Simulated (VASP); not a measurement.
# GaN (P6_3mc) in VASP: notebook

GaN is run at these levels: PBE; tasks: single point.

Everything below comes from runs of VASP 6.6.1. Logs are shortened: lines on timing, memory, paths and dates and some standing lists are left out, and cuts for length are marked.

**1. The cell of the first run**

It takes space group P6_3mc (No. 186, hexagonal). The conventional cell has a = 3.180 Å, b = 3.180 Å, c = 5.166 Å, α = 90.00°, β = 90.00°, γ = 120.00°. Ga (site symmetry 3m) has 4 N at 1.94 to 1.95 Å within 2.6 Å. N (site symmetry 3m) has 4 Ga at 1.94 to 1.95 Å within 2.6 Å.

**2. Single point, PBE**

The input, INCAR:

```
SYSTEM = GaN
  PREC = Accurate
  ENCUT = 520
  EDIFF = 1E-6
  ISMEAR = 0
  SIGMA = 0.05
  LREAL = .FALSE.
  LASPH = .TRUE.
  NELM = 100
  ALGO = Normal
  ISIF = 2
  LWAVE = .FALSE.
  LCHARG = .FALSE.
  GGA = PE
  NBANDS = 26
```

The input, KPOINTS:

```
Automatic mesh
0
G
  12 12 6
  0 0 0
```

The input, POSCAR:

```
GaN
1.0
    3.1799996605      0.0000000000      0.0000000000
   -1.5899998303      2.7539604900      0.0000000000
    0.0000000000      0.0000000000      5.1660000000
Ga N
2 2
Direct
    0.3333333333      0.6666666667      0.0000000000
    0.6666666667      0.3333333333      0.5000000000
    0.3333333333      0.6666666667      0.3750000000
    0.6666666667      0.3333333333      0.8750000000
```

Potentials or basis: VASP PAW PBE potentials, release 64 (Ga_d, N).

Started as:

```bash
$ cat potpaw_PBE.64/Ga_d/POTCAR potpaw_PBE.64/N/POTCAR > POTCAR
$ mpirun -np 1 vasp_std > vasp.out
```

OUTCAR:

```text
SYSTEM = GaN
   PREC = Accurate
   ENCUT = 520
   EDIFF = 1E-6
   ISMEAR = 0
   LREAL = .FALSE.
   LASPH = .TRUE.
   NELM = 100
   ISIF = 2
   GGA = PE

 ion  position               nearest neighbor table
   1  0.333  0.667  0.000-   3 1.94   4 1.95   4 1.95   4 1.95
   2  0.667  0.333  0.500-   4 1.94   3 1.95   3 1.95   3 1.95
   3  0.333  0.667  0.375-   1 1.94   2 1.95   2 1.95   2 1.95
   4  0.667  0.333  0.875-   2 1.94   1 1.95   1 1.95   1 1.95

  LATTYP: Found a hexagonal cell.
 ALAT       =     3.1799996605
 C/A-ratio  =     1.6245284753

  Lattice vectors:

 A1 = (   3.1799996605,   0.0000000000,   0.0000000000)
 A2 = (  -1.5899998303,   2.7539604900,   0.0000000000)
 A3 = (   0.0000000000,   0.0000000000,   5.1660000000)

Analysis of symmetry for initial positions (statically):
=====================================================================
 Subroutine PRICEL returns:
 Original cell was already a primitive cell.

 Routine SETGRP: Setting up the symmetry group for a
 hexagonal supercell.

 Subroutine GETGRP returns: Found 12 space group operations
 (whereof  6 operations were pure point group operations)
 out of a pool of 24 trial point group operations.

The static configuration has the point symmetry C_3v.
 The point group associated with its full space group is C_6v.

Analysis of symmetry for dynamics (positions and initial velocities):
=====================================================================
 Subroutine PRICEL returns:
 Original cell was already a primitive cell.

 Routine SETGRP: Setting up the symmetry group for a
 hexagonal supercell.

 Subroutine GETGRP returns: Found 12 space group operations
 (whereof  6 operations were pure point group operations)
 out of a pool of 24 trial point group operations.

The dynamic configuration has the point symmetry C_3v.
 The point group associated with its full space group is C_6v.

 Subroutine INISYM returns: Found 12 space group operations
 (whereof  6 operations are pure point group operations),
 and found     1 'primitive' translations

----------------------------------------------------------------------------------------

                                     Primitive cell

  volume of cell :      45.2417

  direct lattice vectors                    reciprocal lattice vectors
     3.179999661  0.000000000  0.000000000     0.314465442  0.181556708  0.000000000
    -1.589999830  2.753960490  0.000000000     0.000000000  0.363113416  0.000000000
     0.000000000  0.000000000  5.166000000     0.000000000  0.000000000  0.193573364

  length of vectors
     3.179999661  3.179999661  5.166000000     0.363113416  0.363113416  0.193573364

  position of ions in fractional coordinates (direct lattice)
     0.333333333  0.666666667  0.000000000
     0.666666667  0.333333333  0.500000000
     0.333333333  0.666666667  0.375000000
     0.666666667  0.333333333  0.875000000

  ion indices of the primitive-cell ions
   primitive index   ion index
                 1           1
                 2           2
                 3           3
                 4           4

----------------------------------------------------------------------------------------

 KPOINTS: Automatic mesh

Automatic generation of k-mesh.
 Grid dimensions read from file:
 generate k-points for:   12   12    6

 Generating k-lattice:

  Cartesian coordinates                     Fractional coordinates (reciprocal lattice)
     0.026205454  0.015129726  0.000000000     0.083333333  0.000000000  0.000000000
     0.000000000  0.030259451  0.000000000     0.000000000  0.083333333  0.000000000
     0.000000000  0.000000000  0.032262227     0.000000000  0.000000000  0.166666667

  Length of vectors
     0.030259451  0.030259451  0.032262227

  Shift w.r.t. Gamma in fractional coordinates (k-lattice)
     0.000000000  0.000000000  0.000000000

 Subroutine IBZKPT returns following result:
 ===========================================

 Found     76 irreducible k-points:

 Following reciprocal coordinates:
            Coordinates               Weight
  0.000000  0.000000  0.000000      1.000000
  0.083333  0.000000  0.000000      6.000000
  0.166667  0.000000  0.000000      6.000000
  0.250000  0.000000  0.000000      6.000000
  0.333333  0.000000  0.000000      6.000000
  0.416667  0.000000  0.000000      6.000000
[... 16 lines left out ...]
  0.250000  0.000000  0.166667     12.000000
  0.333333  0.000000  0.166667     12.000000
 [... further k-points ...]
   k-points           NKPTS =     76   k-points in BZ     NKDIM =     76   number of bands    NBANDS=     26
   number of dos      NEDOS =    301   number of ions     NIONS =      4
   total plane-waves  NPLWV =  23040
   dimension x,y,z NGX =    24 NGY =   24 NGZ =   40
   dimension x,y,z NGXF=    48 NGYF=   48 NGZF=   80
   ions per type =               2   2
   NGX,Y,Z   is equivalent  to a cutoff of  12.55, 12.55, 12.87 a.u.
   NGXF,Y,Z  is equivalent  to a cutoff of  25.09, 25.09, 25.74 a.u.
 SYSTEM =  GaN
   PREC   = accura    normal or accurate (medium, high low for compatibility)
   ISTART =      0    job   : 0-new  1-cont  2-samecut
   ICHARG =      2    charge: 1-file 2-atom 10-const
   ISPIN  =      1    spin polarized calculation?
   LNONCOLLINEAR =      F non collinear calculations
   LSORBIT =      F    spin-orbit coupling
   LASPH  =      T    aspherical Exc in radial PAW
   ENCUT  =  520.0 eV  38.22 Ry    6.18 a.u.   5.91  5.91  9.61*2*pi/ulx,y,z
   NELM   =    100;   NELMIN=  2; NELMDL= -5     # of ELM steps
   EDIFF  = 0.1E-05   stopping-criterion for ELM
   LREAL  =      F    real-space projection
[... 7 lines left out ...]
   TEBEG  =    0.0;   TEEND  =   0.0 temperature during run
   PSTRESS=    0.0 pullay stress
   NELECT =      36.0000    total number of electrons
   NUPDOWN=      -1.0000    fix difference up-down
   EMIN   =  10.00;   EMAX   =-10.00  energy-range for DOS
   EFERMI =   0.00;   METHOD = LEGACY
   ISMEAR =     0;   SIGMA  =   0.05  broadening in eV -4-tet -1-fermi 0-gaus
   EFERMI_NEDOS =   21; number of points for ismear=-14 and -15
   IALGO  =     38    algorithm
   IMIX   =      4    mixing-type and parameters
     AMIX     =   0.40;   BMIX     =  1.00
     AMIX_MAG =   1.60;   BMIX_MAG =  1.00
  volume/ion in A,a.u.               =      11.31        76.33
  Fermi-wavevector in a.u.,A,eV,Ry     =   1.517036  2.866783 31.312431  2.301399
  Thomas-Fermi vector in A             =   2.626346
   LORBIT       =      0    0 simple, 1 ext, 2 COOP (PROOUT), +10 PAW based schemes
   GGA     = PE    functional components
   LHFCALC =     F    Hartree Fock is set to
   AEXX    =    0.0000 exact exchange contribution
   IVDW    =     0    specifies the selected vdW correction
   LEPSILON=     F    determine dielectric tensor
   LRPA    =     F    only Hartree local field effects (RPA)
 non-spin polarized calculation
 Gauss-broadening in eV      SIGMA  =   0.05
  energy-cutoff  :      520.00
  volume of cell :       45.24
 maximum number of plane-waves:      1236
 NGX is ok and might be reduce to    24

 number of electron      36.0000002 magnetization

 Free energy of the ion-electron system (eV)
  ---------------------------------------------------
  ext. energy  EPLUGINS =         0.00000000
  ---------------------------------------------------
  free energy    TOTEN  =       -24.28509723 eV

  energy without entropy =      -24.28509723  energy(sigma->0) =      -24.28509723

 E-fermi :   5.6492     XC(G=0): -11.7222

 val. band max:        5.4320084752   @ k =   0.0000   0.0000   0.0000
 cond. band min:       7.4048694723   @ k =   0.0000   0.0000   0.0000
 fundamental gap:      1.9728609972
 Fermi energy:         5.6491762982

 k-point     1 :       0.0000    0.0000    0.0000
  band No.  band energies     occupation
      1     -10.6380      2.00000
      2      -9.6780      2.00000
      3      -8.0238      2.00000
      4      -8.0025      2.00000
      5      -8.0025      2.00000
      6      -7.9379      2.00000
[... 18 lines left out ...]
     25      17.2022      0.00000
     26      17.2023      0.00000

 k-point     2 :       0.0833    0.0000    0.0000
  band No.  band energies     occupation
      1     -10.5685      2.00000
      2      -9.6601      2.00000
      3      -8.0155      2.00000
      4      -7.9923      2.00000
      5      -7.9823      2.00000
      6      -7.9303      2.00000
[... 18 lines left out ...]
     25      16.8564      0.00000
     26      17.3558      0.00000

 k-point     3 :       0.1667    0.0000    0.0000
  band No.  band energies     occupation
      1     -10.3786      2.00000
      2      -9.6160      2.00000
      3      -7.9900      2.00000
      4      -7.9677      2.00000
      5      -7.9266      2.00000
      6      -7.8908      2.00000
[... 18 lines left out ...]
     25      16.9200      0.00000
     26      17.7128      0.00000

 k-point     4 :       0.2500    0.0000    0.0000
  band No.  band energies     occupation
      1     -10.1257      2.00000
      2      -9.5673      2.00000
      3      -7.9642      2.00000
      4      -7.9435      2.00000
      5      -7.8814      2.00000
      6      -7.8340      2.00000
[... 18 lines left out ...]
     25      16.9450      0.00000
     26      18.2854      0.00000
[... 496 lines left out ...]
      1     -10.3061      2.00000
      2      -9.6390      2.00000
      3      -7.9860      2.00000
      4      -7.9642      2.00000
      5      -7.9273      2.00000
      6      -7.8932      2.00000
[... 18 lines left out ...]
     25      16.4881      0.00000
     26      17.4998      0.00000

 k-point    23 :       0.2500    0.0000    0.1667
  band No.  band energies     occupation
      1     -10.0670      2.00000
      2      -9.5810      2.00000
      3      -7.9649      2.00000
      4      -7.9369      2.00000
      5      -7.8940      2.00000
      6      -7.8418      2.00000
[... 18 lines left out ...]
     25      16.6101      0.00000
     26      18.0245      0.00000

 k-point    24 :       0.3333    0.0000    0.1667
  band No.  band energies     occupation
      1      -9.8516      2.00000
      2      -9.5377      2.00000
      3      -7.9562      2.00000
      4      -7.9211      2.00000
      5      -7.8670      2.00000
      6      -7.7923      2.00000
[... 18 lines left out ...]
     25      16.8484      0.00000
     26      18.6313      0.00000

 [... further k-points ...]

------------------------ aborting loop because EDIFF is reached ----------------------------------------

  FORCE on cell =-STRESS in cart. coord.  units (eV):
  Direction    XX          YY          ZZ          XY          YZ          ZX
  --------------------------------------------------------------------------------------
  -------------------------------------------------------------------------------------
  Total        1.8748403      1.8748403      2.4885610     -0.0000000      0.0000000      0.0000000
  in kB       66.3950452     66.3950452     88.1291720     -0.0000000      0.0000000      0.0000000
  external PRESSURE =      73.6397541 kB  Pullay stress =       0.0000000 kB

 VOLUME and BASIS-vectors are now :
 -----------------------------------------------------------------------------
  energy-cutoff  :      520.00
  volume of cell :       45.24
      direct lattice vectors                 reciprocal lattice vectors
     3.179999661  0.000000000  0.000000000     0.314465442  0.181556708  0.000000000
    -1.589999830  2.753960490  0.000000000     0.000000000  0.363113416  0.000000000
     0.000000000  0.000000000  5.166000000     0.000000000  0.000000000  0.193573364

 POSITION                                       TOTAL-FORCE (eV/Angst)
 -----------------------------------------------------------------------------------
     -0.00000      1.83597      0.00000         0.000000     -0.000000     -0.134637
      1.59000      0.91799      2.58300        -0.000000      0.000000     -0.134637
     -0.00000      1.83597      1.93725        -0.000000     -0.000000      0.134637
      1.59000      0.91799      4.52025         0.000000     -0.000000      0.134637
 -----------------------------------------------------------------------------------
    total drift:                               -0.000001     -0.000001     -0.000230

  FREE ENERGIE OF THE ION-ELECTRON SYSTEM (eV)
  ---------------------------------------------------
  free  energy   TOTEN  =       -24.2850972271 eV

  energy  without entropy=      -24.2850972271  energy(sigma->0) =      -24.28509723
```

Wall time 38 s (1 thread of Intel Xeon 6975P-C (Granite Rapids), shared host); peak memory 0.2 GiB.

Results:

```yaml
Free_energy: -24.2851 eV
Pressure: 7.4 GPa
Largest_force: 0.135 eV/Å
Band_gap_on_the_k_mesh: 1.97 eV, direct
```

Forces in eV/Å, atoms in the order of the input:
```
Ga   0.000  0.000 -0.135
Ga   0.000  0.000 -0.135
N    0.000  0.000  0.135
N    0.000  0.000  0.135
```

Levels at points of the mesh, in eV from the valence-band top:
```csv
k point,band 14,band 15,band 16,band 17,band 18,band 19,band 20,band 21,band 22,band 23
"(0.00, 0.00, 0.00)",-1.06,-1.06,-0.06,0.00,0.00,1.97,4.30,9.26,9.92,9.92
"(0.50, 0.00, 0.00)",-5.29,-4.27,-2.78,-2.26,-0.99,5.08,5.61,6.08,8.67,10.39
"(0.00, 0.00, 0.50)",-3.87,-0.54,-0.54,-0.54,-0.54,4.29,4.29,8.54,8.54,10.44
"(0.50, 0.00, 0.50)",-6.64,-1.96,-1.96,-1.93,-1.93,4.43,4.43,7.84,7.84,10.03
```

**3. Single point, PBE**

This run uses another cell than the first one: it holds 8 atoms, not 4.

The input, INCAR:

```
SYSTEM = GaN
  PREC = Accurate
  ENCUT = 520
  EDIFF = 1E-6
  ISMEAR = 0
  SIGMA = 0.05
  LREAL = .False.
  LASPH = .True.
  NELM = 100
  ALGO = Normal
  ISIF = 2
  LWAVE = .False.
  LCHARG = .True.
  GGA = PE
  LELF = .True.
  LVHAR = .True.
  NBANDS = 46
```

The input, KPOINTS:

```
Automatic mesh
0
Gamma
  10 10 3
  0 0 0
```

The input, POSCAR:

```
GaN
1.0
   -3.1799996605      0.0000000000      0.0000000000
   -1.5899998302     -2.7539604900      0.0000000000
    0.0000000000      0.0000000000     10.3320000000
Ga N
4 4
Direct
    0.3333333333      0.3333333333      0.0000000000
    0.3333333333      0.3333333333      0.5000000000
    0.6666666667      0.6666666667      0.2500000000
    0.6666666667      0.6666666667      0.7500000000
    0.3333333333      0.3333333333      0.1875000000
    0.3333333333      0.3333333333      0.6875000000
    0.6666666667      0.6666666667      0.4375000000
    0.6666666667      0.6666666667      0.9375000000
```

Potentials or basis: VASP PAW PBE potentials, release 64 (Ga_d, N).

Started as:

```bash
$ cat potpaw_PBE.64/Ga_d/POTCAR potpaw_PBE.64/N/POTCAR > POTCAR
$ mpirun -np 1 vasp_std > vasp.out
```

Wall time 1.8 min (1 thread of AMD EPYC 7R13 (Zen 3), shared host); peak memory 0.21 GiB.

Results (log left out):

```yaml
Free_energy: -48.5702 eV
Pressure: 7.4 GPa
Largest_force: 0.135 eV/Å
Band_gap_on_the_k_mesh: 1.97 eV
```

Forces in eV/Å, atoms in the order of the input:
```
Ga   0.000  0.000 -0.135
Ga   0.000  0.000 -0.135
Ga   0.000  0.000 -0.135
Ga   0.000  0.000 -0.135
N    0.000  0.000  0.135
N    0.000  0.000  0.135
N    0.000  0.000  0.135
N    0.000  0.000  0.135
```

Stress tensor (GPa, compression positive):
```
6.64 0.00 0.00
0.00 6.64 0.00
0.00 0.00 8.81
```

Levels at points of the mesh, in eV from the valence-band top:
```
           k point  band 34  band 35  band 36  band 37  band 38  band 39
(0.00, 0.00, 0.00)    -0.06     0.00     0.00     1.97     4.29     4.29
(0.50, 0.00, 0.00)    -1.93    -1.93    -0.99     4.43     4.43     5.08
```
